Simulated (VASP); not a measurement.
# Cu in VASP: single point with PBE

Aim: the single point of Cu with PBE.

Everything below comes from runs of VASP 6.6.1. Logs are shortened: lines on timing, memory, paths and dates and some standing lists are left out, and cuts for length are marked.

## 1. The cell of the first run

The cell holds a slab with vacuum, 10 atoms: a = 2.556 Å, b = 2.556 Å, c = 32.784 Å, α = 90.00°, β = 90.00°, γ = 60.00°.

## 2. Single point, PBE

Input file INCAR:

```
SYSTEM = Cu
PREC = Accurate
ENCUT = 520
EDIFF = 1E-7
ISMEAR = 0
SIGMA = 0.1
LREAL = .FALSE.
LASPH = .TRUE.
NELM = 60
ALGO = Normal
ISIF = 2
LWAVE = .FALSE.
LCHARG = .FALSE.
LDIPOL = .TRUE.
IDIPOL = 3
DIPOL = 0.5 0.5 0.500
GGA = PE
NBANDS = 66
```

Input file KPOINTS:

```
Automatic mesh
0
G
  18 18 1
  0 0 0
```

Input file POSCAR:

```
Cu
1.0
    2.5561908028     -0.0000002901      0.0000000000
    1.2780956527      2.2137260271      0.0000000000
    0.0000000000      0.0000000000     32.7840910000
Cu
10
Direct
    1.0000000000      0.0000000000      0.2126710000
    0.3333333333      0.3333333333      0.2761910000
    0.6666666667      0.6666666667      0.3399700000
    1.0000000000      0.0000000000      0.4038740000
    0.3333333333      0.3333333333      0.4679900000
    0.6666666667      0.6666666667      0.5320100000
    1.0000000000      0.0000000000      0.5961260000
    0.3333333333      0.3333333333      0.6600300000
    0.6666666667      0.6666666667      0.7238090000
    1.0000000000      0.0000000000      0.7873290000
```

Potentials or basis: VASP PAW PBE potentials, release 64 (Cu).

The run is started by

```sh
$ cat potpaw_PBE.64/Cu/POTCAR > POTCAR
$ mpirun -np 1 vasp_std > vasp.out
```

OUTCAR:

```text
SYSTEM = Cu
   PREC = Accurate
   ENCUT = 520
   EDIFF = 1E-7
   ISMEAR = 0
   LREAL = .FALSE.
   LASPH = .TRUE.
   NELM = 60
   ISIF = 2
   GGA = PE

 ion  position               nearest neighbor table
   1  0.000  0.000  0.213-   2 2.55   2 2.55   2 2.55
   2  0.333  0.333  0.276-   1 2.55   1 2.55   1 2.55   3 2.56   3 2.56   3 2.56
   3  0.667  0.667  0.340-   2 2.56   2 2.56   2 2.56   4 2.56   4 2.56   4 2.56
   4  0.000  0.000  0.404-   3 2.56   3 2.56   3 2.56   5 2.57   5 2.57   5 2.57
   5  0.333  0.333  0.468-   6 2.57   6 2.57   6 2.57   4 2.57   4 2.57   4 2.57
   6  0.667  0.667  0.532-   5 2.57   5 2.57   5 2.57   7 2.57   7 2.57   7 2.57
   7  0.000  0.000  0.596-   8 2.56   8 2.56   8 2.56   6 2.57   6 2.57   6 2.57
   8  0.333  0.333  0.660-   9 2.56   9 2.56   9 2.56   7 2.56   7 2.56   7 2.56
   9  0.667  0.667  0.724-  10 2.55  10 2.55  10 2.55   8 2.56   8 2.56   8 2.56
  10  0.000  0.000  0.787-   9 2.55   9 2.55   9 2.55

  LATTYP: Found a hexagonal cell.
 ALAT       =     2.5561908028
 C/A-ratio  =    12.8253692814

  Lattice vectors:

 A1 = (  -1.2780956527,  -2.2137260271,   0.0000000000)
 A2 = (   2.5561908028,  -0.0000002901,   0.0000000000)
 A3 = (   0.0000000000,   0.0000000000,  32.7840910000)

Analysis of symmetry for initial positions (statically):
=====================================================================
 Subroutine PRICEL returns:
 Original cell was already a primitive cell.

 Routine SETGRP: Setting up the symmetry group for a
 hexagonal supercell.

 Subroutine GETGRP returns: Found 12 space group operations
 (whereof 12 operations were pure point group operations)
 out of a pool of 24 trial point group operations.

The static configuration has the point symmetry D_3d.

Analysis of symmetry for dynamics (positions and initial velocities):
=====================================================================
 Subroutine PRICEL returns:
 Original cell was already a primitive cell.

 Routine SETGRP: Setting up the symmetry group for a
 hexagonal supercell.

 Subroutine GETGRP returns: Found 12 space group operations
 (whereof 12 operations were pure point group operations)
 out of a pool of 24 trial point group operations.

The dynamic configuration has the point symmetry D_3d.

 Subroutine INISYM returns: Found 12 space group operations
 (whereof 12 operations are pure point group operations),
 and found     1 'primitive' translations

----------------------------------------------------------------------------------------

                                     Primitive cell

  volume of cell :     185.5155

  direct lattice vectors                    reciprocal lattice vectors
     2.556190803 -0.000000290  0.000000000     0.391207078 -0.225863571  0.000000000
     1.278095653  2.213726027  0.000000000     0.000000051  0.451727053  0.000000000
     0.000000000  0.000000000 32.784091000     0.000000000  0.000000000  0.030502600

  length of vectors
     2.556190803  2.556190803 32.784091000     0.451727053  0.451727053  0.030502600

  position of ions in fractional coordinates (direct lattice)
     0.000000000  0.000000000  0.212671000
     0.333333333  0.333333333  0.276191000
     0.666666667  0.666666667  0.339970000
     0.000000000  0.000000000  0.403874000
     0.333333333  0.333333333  0.467990000
     0.666666667  0.666666667  0.532010000
     0.000000000  0.000000000  0.596126000
     0.333333333  0.333333333  0.660030000
     0.666666667  0.666666667  0.723809000
     0.000000000  0.000000000  0.787329000

  ion indices of the primitive-cell ions
   primitive index   ion index
                 1           1
                 2           2
                 3           3
                 4           4
                 5           5
                 6           6
                 7           7
                 8           8
                 9           9
                10          10

----------------------------------------------------------------------------------------

 KPOINTS: Automatic mesh

Automatic generation of k-mesh.
 Grid dimensions read from file:
 generate k-points for:   18   18    1

 Generating k-lattice:

  Cartesian coordinates                     Fractional coordinates (reciprocal lattice)
     0.021733727 -0.012547976  0.000000000     0.055555556  0.000000000  0.000000000
     0.000000003  0.025095947  0.000000000     0.000000000  0.055555556  0.000000000
     0.000000000  0.000000000  0.030502600     0.000000000  0.000000000  1.000000000

  Length of vectors
     0.025095947  0.025095947  0.030502600

  Shift w.r.t. Gamma in fractional coordinates (k-lattice)
     0.000000000  0.000000000  0.000000000

 Subroutine IBZKPT returns following result:
 ===========================================

 Found     37 irreducible k-points:

 Following reciprocal coordinates:
            Coordinates               Weight
  0.000000  0.000000  0.000000      1.000000
  0.055556  0.000000  0.000000      6.000000
  0.111111  0.000000  0.000000      6.000000
  0.166667  0.000000  0.000000      6.000000
  0.222222  0.000000  0.000000      6.000000
  0.277778  0.000000  0.000000      6.000000
[... 16 lines left out ...]
  0.444444  0.111111  0.000000     12.000000
  0.500000  0.111111  0.000000     12.000000
 [... further k-points ...]
   k-points           NKPTS =     37   k-points in BZ     NKDIM =     37   number of bands    NBANDS=     66
   number of dos      NEDOS =    301   number of ions     NIONS =     10
   total plane-waves  NPLWV = 100000
   dimension x,y,z NGX =    20 NGY =   20 NGZ =  250
   dimension x,y,z NGXF=    40 NGYF=   40 NGZF=  500
   ions per type =              10
   NGX,Y,Z   is equivalent  to a cutoff of  13.01, 13.01, 12.68 a.u.
   NGXF,Y,Z  is equivalent  to a cutoff of  26.01, 26.01, 25.35 a.u.
 SYSTEM =  Cu
   PREC   = accura    normal or accurate (medium, high low for compatibility)
   ISTART =      0    job   : 0-new  1-cont  2-samecut
   ICHARG =      2    charge: 1-file 2-atom 10-const
   ISPIN  =      1    spin polarized calculation?
   LNONCOLLINEAR =      F non collinear calculations
   LSORBIT =      F    spin-orbit coupling
   LASPH  =      T    aspherical Exc in radial PAW
   ENCUT  =  520.0 eV  38.22 Ry    6.18 a.u.   4.75  4.75 60.96*2*pi/ulx,y,z
   NELM   =     60;   NELMIN=  2; NELMDL= -5     # of ELM steps
   EDIFF  = 0.1E-06   stopping-criterion for ELM
   LREAL  =      F    real-space projection
   EDIFFG = 0.1E-05   stopping-criterion for IOM
   NSW    =      0    number of steps for IOM
   IBRION =     -1    ionic relax: 0-MD 1-quasi-New 2-CG
   NFREE  =      0    steps in history (QN), initial steepest desc. (CG)
   ISIF   =      2    stress and relaxation
   ISYM   =      2    0-nonsym 1-usesym 2-fastsym
   POTIM  = 0.5000    time-step for ionic-motion
   TEBEG  =    0.0;   TEEND  =   0.0 temperature during run
   PSTRESS=    0.0 pullay stress
   NELECT =     110.0000    total number of electrons
   NUPDOWN=      -1.0000    fix difference up-down
   EMIN   =  10.00;   EMAX   =-10.00  energy-range for DOS
   EFERMI =   0.00;   METHOD = LEGACY
   ISMEAR =     0;   SIGMA  =   0.10  broadening in eV -4-tet -1-fermi 0-gaus
   EFERMI_NEDOS =   21; number of points for ismear=-14 and -15
   IALGO  =     38    algorithm
   IMIX   =      4    mixing-type and parameters
     AMIX     =   0.40;   BMIX     =  1.00
     AMIX_MAG =   1.60;   BMIX_MAG =  1.00
  volume/ion in A,a.u.               =      18.55       125.19
  Fermi-wavevector in a.u.,A,eV,Ry     =   1.375347  2.599029 25.736500  1.891579
  Thomas-Fermi vector in A             =   2.500691
   LORBIT       =      0    0 simple, 1 ext, 2 COOP (PROOUT), +10 PAW based schemes
   GGA     = PE    functional components
   LHFCALC =     F    Hartree Fock is set to
   AEXX    =    0.0000 exact exchange contribution
   IVDW    =     0    specifies the selected vdW correction
   LEPSILON=     F    determine dielectric tensor
   LRPA    =     F    only Hartree local field effects (RPA)
 non-spin polarized calculation
 Gauss-broadening in eV      SIGMA  =   0.10
  energy-cutoff  :      520.00
  volume of cell :      185.52
 maximum number of plane-waves:      5029
   NGX =  9   NGY =  9   NGZ =121

 number of electron     110.0000029 magnetization

 dipolmoment           0.000000      0.000000     -0.000000 electrons x Angstroem

 Free energy of the ion-electron system (eV)
  ---------------------------------------------------
  ext. energy  EPLUGINS =         0.00000000
  ---------------------------------------------------
  free energy    TOTEN  =       -36.38200311 eV

  energy without entropy =      -36.36870407  energy(sigma->0) =      -36.37535359

 E-fermi :   3.1194     XC(G=0):  -8.6712

 val. band max:        3.1079596372   @ k =   0.3333  -0.0000   0.0000
 cond. band min:       3.1358266062   @ k =   0.5000   0.1111   0.0000
 fundamental gap:      0.0278669690
 Fermi energy:         3.1193683054

 k-point     1 :       0.0000    0.0000    0.0000
  band No.  band energies     occupation
      1      -6.1051      2.00000
      2      -5.8683      2.00000
      3      -5.4695      2.00000
      4      -4.9223      2.00000
      5      -4.2558      2.00000
      6      -3.5255      2.00000
[... 58 lines left out ...]
     65       8.4787      0.00000
     66       9.6537      0.00000

 k-point     2 :       0.0556    0.0000    0.0000
  band No.  band energies     occupation
      1      -6.0053      2.00000
      2      -5.7694      2.00000
      3      -5.3721      2.00000
      4      -4.8271      2.00000
      5      -4.1636      2.00000
      6      -3.4373      2.00000
[... 1507 lines left out ...]
     65       9.7002      0.00000
     66      10.3403      0.00000

 k-point    24 :       0.5000    0.1111    0.0000
  band No.  band energies     occupation
      1      -1.7676      2.00000
      2      -1.6615      2.00000
      3      -1.5610      2.00000
      4      -1.5115      2.00000
      5      -1.4867      2.00000
      6      -1.4131      2.00000
[... 58 lines left out ...]
     65       9.1927      0.00000
     66       9.8143      0.00000

 [... further k-points ...]

------------------------ aborting loop because EDIFF is reached ----------------------------------------

 vacuum level on the upper side and lower side of the slab       (xc-potential included)        -0.155        -0.155

  FORCE on cell =-STRESS in cart. coord.  units (eV):
  Direction    XX          YY          ZZ          XY          YZ          ZX
  --------------------------------------------------------------------------------------
  -------------------------------------------------------------------------------------
  Total        0.3091508      0.3091508      0.3259547      0.0000000      0.0000000      0.0000000
  in kB        2.6699349      2.6699349      2.8150589      0.0000000      0.0000000      0.0000000
  external PRESSURE =       2.7183096 kB  Pullay stress =       0.0000000 kB

 VOLUME and BASIS-vectors are now :
 -----------------------------------------------------------------------------
  energy-cutoff  :      520.00
  volume of cell :      185.52
      direct lattice vectors                 reciprocal lattice vectors
     2.556190803 -0.000000290  0.000000000     0.391207078 -0.225863571  0.000000000
     1.278095653  2.213726027  0.000000000     0.000000051  0.451727053  0.000000000
     0.000000000  0.000000000 32.784091000     0.000000000  0.000000000  0.030502600

 POSITION                                       TOTAL-FORCE (eV/Angst)
 -----------------------------------------------------------------------------------
      0.00000      0.00000      6.97223        -0.000000     -0.000000     -0.019316
      1.27810      0.73791      9.05467         0.000000      0.000000     -0.001552
      2.55619      1.47582     11.14561        -0.000000      0.000000     -0.001624
      0.00000      0.00000     13.24064        -0.000000     -0.000000      0.001057
      1.27810      0.73791     15.34263         0.000000      0.000000     -0.000306
      2.55619      1.47582     17.44146        -0.000000     -0.000000      0.000306
      0.00000      0.00000     19.54345        -0.000000      0.000000     -0.001057
      1.27810      0.73791     21.63848         0.000000     -0.000000      0.001624
      2.55619      1.47582     23.72942         0.000000     -0.000000      0.001552
      0.00000      0.00000     25.81187        -0.000000     -0.000000      0.019316
 -----------------------------------------------------------------------------------
    total drift:                                0.000000     -0.000000     -0.000000

  FREE ENERGIE OF THE ION-ELECTRON SYSTEM (eV)
  ---------------------------------------------------
  free  energy   TOTEN  =       -36.3820031097 eV

  energy  without entropy=      -36.3687040660  energy(sigma->0) =      -36.37535359

 vacuum level on the upper side and lower side of the slab         7.765         7.765
```

Wall time 23 min (1 thread of AMD EPYC 7R43 (Zen 3), shared host); peak memory 0.45 GiB.

Results:

```
Free energy            : -36.3820 eV
Largest force          : 0.019 eV/Å
Band gap on the k mesh : zero (bands 55 and 56 overlap by 5.09 eV)
```

Forces on the atoms (eV/Å):
```
Cu   0.000  0.000 -0.019
Cu   0.000  0.000 -0.002
Cu   0.000  0.000 -0.002
Cu   0.000  0.000  0.001
Cu   0.000  0.000  0.000
Cu   0.000  0.000  0.000
Cu   0.000  0.000 -0.001
Cu   0.000  0.000  0.002
Cu   0.000  0.000  0.002
Cu   0.000  0.000  0.019
```

The gap in the log of VASP goes by the Fermi energy; the results here count the filled bands.